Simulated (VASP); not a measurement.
# Pb in VASP: further runs, part 2 of 2

VASP 6.6.1. Earlier steps stand in the parts before.

### Step 4. Single point, PBEsol

This run uses another cell than the first one, of 40.67 Å³/atom, 0.867 times its volume.

Contents of INCAR:

```
SYSTEM = Pb
PREC = Accurate
ENCUT = 500
EDIFF = 1E-6
ISMEAR = 0
SIGMA = 0.1
LREAL = .FALSE.
LASPH = .TRUE.
NELM = 120
ALGO = Normal
ISIF = 2
LWAVE = .FALSE.
LCHARG = .TRUE.
GGA = PS
LELF = .TRUE.
LVHAR = .TRUE.
NBANDS = 21
GGA_COMPAT = .FALSE.
```

Contents of KPOINTS:

```
regular mesh
0
G
  4 4 4
  0 0 0
```

Contents of POSCAR:

```
Pb
1.0
    0.0000000000      3.4390000555      3.4390000555
    3.4390000555      0.0000000000      3.4390000555
    3.4390000555      3.4390000555      0.0000000000
Pb
2
Direct
    0.5000000000      0.5000000000      0.5000000000
    0.7500000000      0.7500000000      0.7500000000
```

Potentials or basis: VASP PAW PBE potentials, release 64 (Pb_d).

On the command line:

```
> cat potpaw_PBE.64/Pb_d/POTCAR > POTCAR
> mpirun -np 1 vasp_std > vasp.out
```

OUTCAR:

```text
SYSTEM = Pb
   PREC = Accurate
   ENCUT = 500
   EDIFF = 1E-6
   ISMEAR = 0
   LREAL = .FALSE.
   LASPH = .TRUE.
   NELM = 120
   ISIF = 2
   GGA = PS

 ion  position               nearest neighbor table
   1  0.500  0.500  0.500-   2 2.98   2 2.98   2 2.98   2 2.98
   2  0.750  0.750  0.750-   1 2.98   1 2.98   1 2.98   1 2.98

  LATTYP: Found a face centered cubic cell.
 ALAT       =     6.8780001110

  Lattice vectors:

 A1 = (   0.0000000000,   3.4390000555,   3.4390000555)
 A2 = (   3.4390000555,   0.0000000000,   3.4390000555)
 A3 = (   3.4390000555,   3.4390000555,   0.0000000000)

Analysis of symmetry for initial positions (statically):
=====================================================================
 Subroutine PRICEL returns:
 Original cell was already a primitive cell.

 Routine SETGRP: Setting up the symmetry group for a
 face centered cubic supercell.

 Subroutine GETGRP returns: Found 48 space group operations
 (whereof 24 operations were pure point group operations)
 out of a pool of 48 trial point group operations.

The static configuration has the point symmetry T_d .
 The point group associated with its full space group is O_h .
[... 141 lines left out ...]
  free energy    TOTEN  =        -7.20381012 eV

  energy without entropy =       -7.18925011  energy(sigma->0) =       -7.19653012

 E-fermi :   3.8393     XC(G=0):  -8.6175

 val. band max:        3.7003332883   @ k =   0.2500   0.0000   0.0000
 cond. band min:       3.8595734908   @ k =   0.2500   0.0000   0.0000
 fundamental gap:      0.1592402025
 Fermi energy:         3.8393307018

 k-point     1 :       0.0000    0.0000    0.0000
  band No.  band energies     occupation
      1     -12.9519      2.00000
      2     -12.9519      2.00000
      3     -12.9519      2.00000
      4     -12.8729      2.00000
      5     -12.8729      2.00000
      6     -12.4403      2.00000
[... 181 lines left out ...]
     20      12.7757      0.00000
     21      13.8699      0.00000

------------------------ aborting loop because EDIFF is reached ----------------------------------------

  FORCE on cell =-STRESS in cart. coord.  units (eV):
  Direction    XX          YY          ZZ          XY          YZ          ZX
  --------------------------------------------------------------------------------------
  -------------------------------------------------------------------------------------
  Total        0.6019699      0.6019699      0.6019699      0.0000000     -0.0000000      0.0000000
  in kB       11.8565633     11.8565633     11.8565633      0.0000000     -0.0000000      0.0000000
  external PRESSURE =      11.8565633 kB  Pullay stress =       0.0000000 kB

 VOLUME and BASIS-vectors are now :
 -----------------------------------------------------------------------------
  energy-cutoff  :      500.00
  volume of cell :       81.34
      direct lattice vectors                 reciprocal lattice vectors
     0.000000000  3.439000056  3.439000056    -0.145391100  0.145391100  0.145391100
     3.439000056  0.000000000  3.439000056     0.145391100 -0.145391100  0.145391100
     3.439000056  3.439000056  0.000000000     0.145391100  0.145391100 -0.145391100

 POSITION                                       TOTAL-FORCE (eV/Angst)
 -----------------------------------------------------------------------------------
      3.43900      3.43900      3.43900        -0.000000      0.000000     -0.000000
      5.15850      5.15850      5.15850         0.000000     -0.000000      0.000000
 -----------------------------------------------------------------------------------
    total drift:                                0.000000      0.000000      0.000000

  FREE ENERGIE OF THE ION-ELECTRON SYSTEM (eV)
  ---------------------------------------------------
  free  energy   TOTEN  =        -7.2038101247 eV

  energy  without entropy=       -7.1892501145  energy(sigma->0) =       -7.19653012
```

stdout:

```text
POSCAR found type information on POSCAR Pb
 POSCAR found :  1 types and       2 ions
 scaLAPACK will be used
 -----------------------------------------------------------------------------
|                                                                             |
|                                                                             |
|     You enforced a specific xc type in the INCAR file but a different       |
|     I HOPE YOU KNOW WHAT YOU ARE DOING!                                     |
|                                                                             |
 -----------------------------------------------------------------------------

 LDA part: xc-table for (Slater+PW92), standard interpolation
 POSCAR, INCAR and KPOINTS ok, starting setup
 FFT: planning ... GRIDC
 FFT: planning ... GRID_SOFT
 FFT: planning ... GRID
 WAVECAR not read
 entering main loop
```

Wall time 8.8 s (1 thread of Intel Xeon Platinum 8488C (Sapphire Rapids), shared host); peak memory 0.19 GiB.

Results:

| Property | Result |
| --- | --- |
| Free energy | -7.2038 eV |
| Pressure | 1.2 GPa |
| Band gap on the k mesh | zero (band 14 reaches 4.57 eV, above the bottom of band 15 at 3.42 eV) |

Levels at points of the mesh, in eV from the Fermi level:
```
           k point  band 10  band 11  band 12  band 13  band 14  band 15  band 16  band 17  band 18  band 19
(0.00, 0.00, 0.00)   -16.25   -10.83    -3.61     0.73     0.73     0.73     2.74     2.74     2.74     4.33
(0.50, 0.00, 0.00)   -16.19    -9.47    -6.79    -0.66    -0.42    -0.42     3.85     3.85     5.69     7.57
(0.50, 0.50, 0.00)   -16.16    -8.17    -8.17    -1.65    -1.65     1.15     1.15     7.51     7.51     8.47
```

Caveat: the k points lie up to 0.40 Å⁻¹ apart; the PAW data sets were made with another functional, which shifts forces and pressure a little; spin-orbit coupling is left out, which moves the levels of the heavy elements.

### Step 5. The runs side by side

| cell | k mesh | cutoff (eV) | gap on the mesh (eV) | pressure (GPa) |
| --- | --- | --- | --- | --- |
| a = 5.100 Å, angles 60.0°, 2 atoms | 10 × 10 × 10 | 520 | none | -2.9 |
| a = 4.863 Å, angles 60.0°, 2 atoms | 10 × 10 × 10 | 520 | none | 0.4 |
| a = 4.863 Å, angles 60.0°, 2 atoms | 4 × 4 × 4 | 500 | none | 1.2 |

Some of these runs hold the atoms at other places in the same cell, which the table doesn't show; runs alike in all that it shows share one row.

Alike in all rows: task single point; level PBEsol; potentials or basis VASP PAW PBE potentials, release 64 (Pb_d); no spin polarisation; smearing gaussian 0.1 eV.

Caveats: some runs use coarse meshes; the PAW data sets were made with another functional, which shifts forces and pressure a little; spin-orbit coupling is left out, which moves the levels of the heavy elements.

Absolute energies hang on the potentials; compare differences alone.
